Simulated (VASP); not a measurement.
A run of VASP 6.6.1 is set up as follows.

Contents of INCAR:

```
PREC = Accurate
ENCUT = 520
EDIFF = 1E-6
ISMEAR = 0
SIGMA = 0.15
LREAL = F
LASPH = T
NELM = 100
ALGO = Fast
ISIF = 2
LWAVE = F
LCHARG = T
GGA = PS
LELF = T
LVHAR = T
NBANDS = 18
```

File KPOINTS:

```
regular mesh
0
Gamma
  18 18 10
```

Contents of POSCAR:

```
Au
1.0
    2.9724983707      0.0000000000      0.0000000000
   -1.4862491853      2.5742591017      0.0000000000
    0.0000000000      0.0000000000      5.0020000000
Au
2
Direct
    0.3333333333      0.6666666667      0.7500000000
    0.6666666667      0.3333333333      0.2500000000
```

Potentials or basis: VASP PAW PBE potentials, release 64 (Au).

Command:

```bash
$ cat potpaw_PBE.64/Au/POTCAR > POTCAR
$ mpirun -np 1 vasp_std > vasp.out
```

**Question.** What does it give for the pressure?

**Answer.** -14.4 GPa.

**Question.** Predict the band gap on the k mesh.

**Answer.** Zero (band 11 reaches 11.14 eV, above the bottom of band 12 at 5.03 eV).

Stress tensor (GPa, compression positive):
```
-14.59   0.00   0.00
  0.00 -14.59   0.00
  0.00   0.00 -13.89
```

Caveat: the cell differs from its parent crystal (strain +0.025 along x and y, +0.025 along z); the PAW data sets were made with another functional, which shifts forces and pressure a little; spin-orbit coupling is left out, which moves the levels of the heavy elements.
